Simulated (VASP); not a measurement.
**GaCuSe2: relaxation of cell and atoms with LDA**

Crystal: GaCuSe2.

```
Cu Se Ga
1.0
     3.99135    0.00000    0.00000
     0.00000    3.99135    0.00000
     0.00000    0.00000    5.68934
Cu Se Ga
1 2 1
Direct
  0.00000 0.00000 0.00000
  0.00000 0.50000 0.24029
  0.50000 0.00000 0.75971
  0.50000 0.50000 0.50000
```

```
Program                : VASP 6.6.1
Task                   : relaxation of cell and atoms
Functional             : LDA
Potentials or basis    : VASP PAW LDA potentials, release 64 (Cu, Se, Ga_d)
Cutoff                 : 600 eV
k mesh                 : 6 × 6 × 4
Occupations            : fermi-dirac, width 0.02 eV
Spin                   : no spin polarisation
Dipole correction      : no
Further INCAR settings : ALGO = Normal; EDIFF = 1e-06; IBRION = 2; EDIFFG = -0.005; NSW = 80; ISIF = 3
```

| Item | Value |
| --- | --- |
| Relaxed volume | 20.90 Å³/atom |
| Relaxed cell | a = 3.890 Å, b = 3.890 Å, c = 5.524 Å, α = 90.00°, β = 90.00°, γ = 90.00° |
| Space group after relaxing (to 0.05 Å) | P-4m2 (No. 115) |
| Energy gained by relaxing | 31.3 meV/atom |
| Ionic steps | 24 |
| Pressure after relaxing | 0.0 GPa |
| Band gap on the k mesh | zero (filled and empty bands touch) |

Forces in eV/Å, atoms in the order of the input:
```
Cu   0.000  0.000  0.000
Se   0.000  0.000 -0.002
Se   0.000  0.000  0.002
Ga   0.000  0.000  0.000
```

Step by step:
```csv
step,energy change (eV),largest force (eV/Å),pressure (GPa),volume (Å³)
1,0.0000,0.0884,-5.18,90.64
2,-0.1097,0.1052,2.16,81.37
3,-0.1240,0.1059,0.04,83.53
4,-0.1240,0.1067,-0.09,83.67
5,-0.1247,0.0504,-0.12,83.66
6,-0.1249,0.0091,-0.12,83.65
7,-0.1249,0.0023,-0.07,83.66
8,-0.1250,0.0001,-0.01,83.54
9,-0.1250,0.0012,0.08,83.46
10,-0.1250,0.0010,0.02,83.50
11,-0.1250,0.0011,0.07,83.49
12,-0.1250,0.0003,0.08,83.49
13,-0.1250,0.0013,-0.08,83.64
14,-0.1250,0.0007,-0.02,83.57
15,-0.1250,0.0007,0.07,83.56
16,-0.1250,0.0012,-0.12,83.69
17,-0.1250,0.0010,-0.05,83.59
18,-0.1250,0.0013,-0.03,83.58
19,-0.1250,0.0007,0.11,83.58
20,-0.1250,0.0013,-0.11,83.58
21,-0.1250,0.0007,0.00,83.58
22,-0.1250,0.0010,-0.02,83.58
23,-0.1250,0.0013,-0.02,83.58
24,-0.1250,0.0023,-0.01,83.58
```

Final structure:
```
Cu Se Ga
1.0
     3.88965    0.00000    0.00000
     0.00000    3.88965    0.00000
     0.00000    0.00000    5.52440
Cu Se Ga
1 2 1
Direct
  0.00000 0.00000 0.00000
  0.00000 0.50000 0.23804
  0.50000 0.00000 0.76196
  0.50000 0.50000 0.50000
```

Levels at points of the mesh, in eV from the Fermi level:
```
           k point  band 15  band 16  band 17  band 18  band 19  band 20  band 21  band 22
(0.00, 0.00, 0.00)    -2.45    -0.19    -0.09     0.00     0.00     1.54     2.86     4.26
(0.50, 0.00, 0.00)    -2.19    -1.84    -1.80    -0.58     1.73     4.40     4.65     4.95
(0.50, 0.50, 0.00)    -2.31    -2.18    -2.18    -1.70     1.40     1.66     1.66     3.41
(0.00, 0.00, 0.50)    -2.17    -1.90    -0.86    -0.86     1.74     1.77     3.71     4.52
(0.50, 0.00, 0.50)    -1.91    -1.59    -0.68    -0.46     0.25     2.54     4.38     4.49
(0.50, 0.50, 0.50)    -2.37    -2.30    -2.11    -2.03     3.03     4.08     4.08     6.14
```

It took 10 min on 1 thread of Oxide Virtual Turin-like Processor, with other jobs on the host, peak memory 0.21 GiB.

With open d or f shells a metallic result of LDA can be an artefact of self-interaction; +U or a hybrid may open a gap.
